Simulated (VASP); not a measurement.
The system is Y.

```
Y
1.0
     3.65354    0.00000    0.00000
    -1.82677    3.16406    0.00000
     0.00000    0.00000    5.69886
Y
2
Cartesian
  0.0000 2.1094 1.4247
  1.8268 1.0547 4.2741
```

Program: VASP 6.6.1. Alike in all runs: task single point; level PBE; potentials or basis VASP PAW PBE potentials, release 64 (Y_sv); no spin polarisation; cell as given; cutoff (eV) 520.

**Question.** Order these runs on this cell by their pressure, lowest first.
A. k mesh 10 × 10 × 6; smearing fermi-dirac 0.6 eV
B. k mesh 10 × 10 × 6; smearing fermi-dirac 0.03 eV
C. k mesh 2 × 2 × 1; smearing fermi-dirac 0.1 eV

**Answer.** C (-8.5 GPa), B (-0.3 GPa), A (2.5 GPa).

Caveats: some runs use coarse meshes; so wide a smearing shifts energies and pressures (at least some runs).
